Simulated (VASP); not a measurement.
Input of a VASP 6.6.1 run:

Contents of POSCAR:

```
BaO
1.0
    0.0000000000      2.7993894453      2.7993894453
    2.7993894453      0.0000000000      2.7993894453
    2.7993894453      2.7993894453      0.0000000000
Ba O
1 1
Direct
    0.0000000000      0.0000000000      0.0000000000
    0.5000000000      0.5000000000      0.5000000000
```

INCAR.step1

```
PREC = Accurate
ENCUT = 660
ISMEAR = 0
SIGMA = 0.01
LREAL = False
LASPH = True
NELM = 120
NBANDS = 15
GGA = PE
ALGO = Normal
EDIFF = 1E-5
LWAVE = True
LCHARG = False
GGA_COMPAT = False
```

Contents of INCAR.step2:

```
PREC = Accurate
ENCUT = 660
EDIFF = 1E-6
ISMEAR = 0
SIGMA = 0.01
LREAL = False
LASPH = True
NELM = 120
ALGO = Normal
ISIF = 2
LWAVE = False
LCHARG = False
METAGGA = R2SCAN
LMIXTAU = True
NBANDS = 15
ISTART = 1
GGA_COMPAT = False
```

File KPOINTS:

```
Automatic mesh
0
Gamma
  6 6 6
```

Potentials or basis: VASP PAW PBE potentials, release 64 (Ba_sv, O).

Command:

```console
$ cat potpaw_PBE.64/Ba_sv/POTCAR potpaw_PBE.64/O/POTCAR > POTCAR
$ cp INCAR.step1 INCAR
$ mpirun -np 1 vasp_std > vasp.out
$ cp INCAR.step2 INCAR
$ mpirun -np 1 vasp_std > vasp.out
```

Problem. Estimate the band gap on the k mesh.

Solution. 2.41 eV.

Problem. Estimate the pressure.

Solution. -0.7 GPa.

Caveat: the PAW data sets were made with another functional, which shifts forces and pressure a little; spin-orbit coupling is left out, which moves the levels of the heavy elements. A k mesh can miss the band edges.
